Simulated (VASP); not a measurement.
# SiC (F-43m) in VASP: a series of runs, part 2 of 2

VASP 6.6.1. Earlier steps stand in the parts before.

## (3) Single point, PBEsol (strain +0.040 along x and y, +0.040 along z)

The input, INCAR:

```
SYSTEM = SiC
PREC = Accurate ; ENCUT = 520
EDIFF = 1E-6 ; ISMEAR = 0
SIGMA = 0.05 ; LREAL = .FALSE.
LASPH = .TRUE. ; NELM = 80
ALGO = Normal ; ISIF = 2
LWAVE = .FALSE. ; LCHARG = .FALSE.
GGA = PS ; NBANDS = 11
```

The input, KPOINTS:

```
regular mesh
0
G
  12 12 12
  0 0 0
```

The input, POSCAR:

```
SiC
1.0
    0.0000000000      2.2609600000      2.2609600000
    2.2609600000      0.0000000000      2.2609600000
    2.2609600000      2.2609600000      0.0000000000
Si C
1 1
Direct
    0.0000000000      0.0000000000      0.0000000000
    0.7500000000      0.7500000000      0.7500000000
```

Potentials or basis: VASP PAW PBE potentials, release 64 (Si, C).

On the command line:

```
$ cat potpaw_PBE.64/Si/POTCAR potpaw_PBE.64/C/POTCAR > POTCAR
$ mpirun -np 1 vasp_std > vasp.out
```

OUTCAR:

```text
SYSTEM = SiC
   PREC = Accurate
   ENCUT = 520
   EDIFF = 1E-6
   ISMEAR = 0
   LREAL = .FALSE.
   LASPH = .TRUE.
   NELM = 80
   ISIF = 2
   GGA = PS

 ion  position               nearest neighbor table
   1  0.000  0.000  0.000-   2 1.96   2 1.96   2 1.96   2 1.96
   2  0.750  0.750  0.750-   1 1.96   1 1.96   1 1.96   1 1.96

  LATTYP: Found a face centered cubic cell.
 ALAT       =     4.5219200000

  Lattice vectors:

 A1 = (   0.0000000000,   2.2609600000,   2.2609600000)
 A2 = (   2.2609600000,   0.0000000000,   2.2609600000)
 A3 = (   2.2609600000,   2.2609600000,   0.0000000000)

Analysis of symmetry for initial positions (statically):
=====================================================================
 Subroutine PRICEL returns:
 Original cell was already a primitive cell.

 Routine SETGRP: Setting up the symmetry group for a
 face centered cubic supercell.

 Subroutine GETGRP returns: Found 24 space group operations
 (whereof 24 operations were pure point group operations)
 out of a pool of 48 trial point group operations.

The static configuration has the point symmetry T_d .

Analysis of symmetry for dynamics (positions and initial velocities):
=====================================================================
 Subroutine PRICEL returns:
 Original cell was already a primitive cell.

 Routine SETGRP: Setting up the symmetry group for a
 face centered cubic supercell.

 Subroutine GETGRP returns: Found 24 space group operations
 (whereof 24 operations were pure point group operations)
 out of a pool of 48 trial point group operations.

The dynamic configuration has the point symmetry T_d .

 Subroutine INISYM returns: Found 24 space group operations
 (whereof 24 operations are pure point group operations),
 and found     1 'primitive' translations

----------------------------------------------------------------------------------------

                                     Primitive cell

  volume of cell :      23.1158

  direct lattice vectors                    reciprocal lattice vectors
     0.000000000  2.260960000  2.260960000    -0.221145000  0.221145000  0.221145000
     2.260960000  0.000000000  2.260960000     0.221145000 -0.221145000  0.221145000
     2.260960000  2.260960000  0.000000000     0.221145000  0.221145000 -0.221145000

  length of vectors
     3.197480296  3.197480296  3.197480296     0.383034376  0.383034376  0.383034376

  position of ions in fractional coordinates (direct lattice)
     0.000000000  0.000000000  0.000000000
     0.750000000  0.750000000  0.750000000

  ion indices of the primitive-cell ions
   primitive index   ion index
                 1           1
                 2           2

----------------------------------------------------------------------------------------

 KPOINTS: regular mesh

Automatic generation of k-mesh.
 Grid dimensions read from file:
 generate k-points for:   12   12   12

 Generating k-lattice:

  Cartesian coordinates                     Fractional coordinates (reciprocal lattice)
    -0.018428750  0.018428750  0.018428750     0.083333333  0.000000000  0.000000000
     0.018428750 -0.018428750  0.018428750     0.000000000  0.083333333  0.000000000
     0.018428750  0.018428750 -0.018428750     0.000000000  0.000000000  0.083333333

  Length of vectors
     0.031919531  0.031919531  0.031919531

  Shift w.r.t. Gamma in fractional coordinates (k-lattice)
     0.000000000  0.000000000  0.000000000

 Subroutine IBZKPT returns following result:
 ===========================================

 Found     72 irreducible k-points:

 Following reciprocal coordinates:
            Coordinates               Weight
  0.000000  0.000000  0.000000      1.000000
  0.083333  0.000000  0.000000      8.000000
  0.166667  0.000000  0.000000      8.000000
  0.250000  0.000000  0.000000      8.000000
  0.333333  0.000000  0.000000      8.000000
  0.416667  0.000000  0.000000      8.000000
[... 16 lines left out ...]
  0.500000  0.166667  0.000000     24.000000
 -0.416667  0.166667  0.000000     24.000000
 [... further k-points ...]
   k-points           NKPTS =     72   k-points in BZ     NKDIM =     72   number of bands    NBANDS=     11
   number of dos      NEDOS =    301   number of ions     NIONS =      2
   total plane-waves  NPLWV =  13824
   dimension x,y,z NGX =    24 NGY =   24 NGZ =   24
   dimension x,y,z NGXF=    48 NGYF=   48 NGZF=   48
   ions per type =               1   1
   NGX,Y,Z   is equivalent  to a cutoff of  12.48, 12.48, 12.48 a.u.
   NGXF,Y,Z  is equivalent  to a cutoff of  24.96, 24.96, 24.96 a.u.
 SYSTEM =  SiC
   PREC   = accura    normal or accurate (medium, high low for compatibility)
   ISTART =      0    job   : 0-new  1-cont  2-samecut
   ICHARG =      2    charge: 1-file 2-atom 10-const
   ISPIN  =      1    spin polarized calculation?
   LNONCOLLINEAR =      F non collinear calculations
   LSORBIT =      F    spin-orbit coupling
   LASPH  =      T    aspherical Exc in radial PAW
   ENCUT  =  520.0 eV  38.22 Ry    6.18 a.u.   5.95  5.95  5.95*2*pi/ulx,y,z
   NELM   =     80;   NELMIN=  2; NELMDL= -5     # of ELM steps
   EDIFF  = 0.1E-05   stopping-criterion for ELM
   LREAL  =      F    real-space projection
   EDIFFG = 0.1E-04   stopping-criterion for IOM
   NSW    =      0    number of steps for IOM
   IBRION =     -1    ionic relax: 0-MD 1-quasi-New 2-CG
   NFREE  =      0    steps in history (QN), initial steepest desc. (CG)
   ISIF   =      2    stress and relaxation
   ISYM   =      2    0-nonsym 1-usesym 2-fastsym
   POTIM  = 0.5000    time-step for ionic-motion
   TEBEG  =    0.0;   TEEND  =   0.0 temperature during run
   PSTRESS=    0.0 pullay stress
   NELECT =       8.0000    total number of electrons
   NUPDOWN=      -1.0000    fix difference up-down
   EMIN   =  10.00;   EMAX   =-10.00  energy-range for DOS
   EFERMI =   0.00;   METHOD = LEGACY
   ISMEAR =     0;   SIGMA  =   0.05  broadening in eV -4-tet -1-fermi 0-gaus
   EFERMI_NEDOS =   21; number of points for ismear=-14 and -15
   IALGO  =     38    algorithm
   IMIX   =      4    mixing-type and parameters
     AMIX     =   0.40;   BMIX     =  1.00
     AMIX_MAG =   1.60;   BMIX_MAG =  1.00
  volume/ion in A,a.u.               =      11.56        78.00
  Fermi-wavevector in a.u.,A,eV,Ry     =   1.149393  2.172038 17.974720  1.321105
  Thomas-Fermi vector in A             =   2.286063
   LORBIT       =      0    0 simple, 1 ext, 2 COOP (PROOUT), +10 PAW based schemes
   GGA     = PS    functional components
   LHFCALC =     F    Hartree Fock is set to
   AEXX    =    0.0000 exact exchange contribution
   IVDW    =     0    specifies the selected vdW correction
   LEPSILON=     F    determine dielectric tensor
   LRPA    =     F    only Hartree local field effects (RPA)
 non-spin polarized calculation
 Gauss-broadening in eV      SIGMA  =   0.05
  energy-cutoff  :      520.00
  volume of cell :       23.12
 maximum number of plane-waves:       636
   NGX = 11   NGY = 11   NGZ = 11

 number of electron       7.9999999 magnetization

 Free energy of the ion-electron system (eV)
  ---------------------------------------------------
  ext. energy  EPLUGINS =         0.00000000
  ---------------------------------------------------
  free energy    TOTEN  =       -15.75457115 eV

  energy without entropy =      -15.75457115  energy(sigma->0) =      -15.75457115

 E-fermi :   7.1662     XC(G=0): -11.0344

 val. band max:        6.8591477202   @ k =   0.0000   0.0000   0.0000
 cond. band min:       8.1847250464   @ k =   0.5000   0.5000   0.0000
 fundamental gap:      1.3255773262
 Fermi energy:         7.1661702550

 k-point     1 :       0.0000    0.0000    0.0000
  band No.  band energies     occupation
      1      -7.7195      2.00000
      2       6.8591      2.00000
      3       6.8591      2.00000
      4       6.8591      2.00000
      5      11.7754      0.00000
      6      13.3821      0.00000
      7      13.3821      0.00000
      8      13.3821      0.00000
      9      20.6902      0.00000
     10      20.6902      0.00000
     11      21.4828      0.00000
[... 309 lines left out ...]
 k-point    24 :      -0.4167    0.1667    0.0000
  band No.  band energies     occupation
      1      -4.2080      2.00000
      2      -0.6952      2.00000
      3       3.8901      2.00000
      4       5.4094      2.00000
      5      11.5208      0.00000
      6      13.6997      0.00000
      7      14.7577      0.00000
      8      16.9602      0.00000
      9      20.3986      0.00000
     10      21.2664      0.00000
     11      23.6522      0.00000

 [... further k-points ...]
[... 5 lines left out ...]
  --------------------------------------------------------------------------------------
  -------------------------------------------------------------------------------------
  Total       -2.8250558     -2.8250558     -2.8250558      0.0000000     -0.0000000     -0.0000000
  in kB     -195.8073463   -195.8073463   -195.8073463      0.0000000     -0.0000000     -0.0000000
  external PRESSURE =    -195.8073463 kB  Pullay stress =       0.0000000 kB

 VOLUME and BASIS-vectors are now :
 -----------------------------------------------------------------------------
  energy-cutoff  :      520.00
  volume of cell :       23.12
      direct lattice vectors                 reciprocal lattice vectors
     0.000000000  2.260960000  2.260960000    -0.221145000  0.221145000  0.221145000
     2.260960000  0.000000000  2.260960000     0.221145000 -0.221145000  0.221145000
     2.260960000  2.260960000  0.000000000     0.221145000  0.221145000 -0.221145000

 POSITION                                       TOTAL-FORCE (eV/Angst)
 -----------------------------------------------------------------------------------
      0.00000      0.00000      0.00000         0.000000      0.000000      0.000000
      3.39144      3.39144      3.39144        -0.000000     -0.000000     -0.000000
 -----------------------------------------------------------------------------------
    total drift:                               -0.000000     -0.000000     -0.000000

  FREE ENERGIE OF THE ION-ELECTRON SYSTEM (eV)
  ---------------------------------------------------
  free  energy   TOTEN  =       -15.7545711510 eV

  energy  without entropy=      -15.7545711510  energy(sigma->0) =      -15.75457115
```

stdout:

```text
POSCAR found type information on POSCAR SiC
 POSCAR found :  2 types and       2 ions
 scaLAPACK will be used
 -----------------------------------------------------------------------------
|                                                                             |
|                                                                             |
|     You enforced a specific xc type in the INCAR file but a different       |
|     I HOPE YOU KNOW WHAT YOU ARE DOING!                                     |
|                                                                             |
 -----------------------------------------------------------------------------

 LDA part: xc-table for (Slater+PW92), standard interpolation
 POSCAR, INCAR and KPOINTS ok, starting setup
 FFT: planning ... GRIDC
 FFT: planning ... GRID_SOFT
 FFT: planning ... GRID
 WAVECAR not read
 entering main loop
```

Wall time 9.8 s (1 thread of Intel Xeon Platinum 8259CL at 2.50GHz (Skylake/Cascade Lake), shared host); peak memory 0.14 GiB.

Results:

| Item | Value |
| --- | --- |
| Free energy | -15.7546 eV |
| Pressure | -19.6 GPa |
| Band gap on the k mesh | 1.33 eV, indirect (least direct gap 4.32 eV) |

Caveat: the cell differs from its parent crystal (strain +0.040 along x and y, +0.040 along z); the PAW data sets were made with another functional, which shifts forces and pressure a little. A k mesh can miss the band edges.
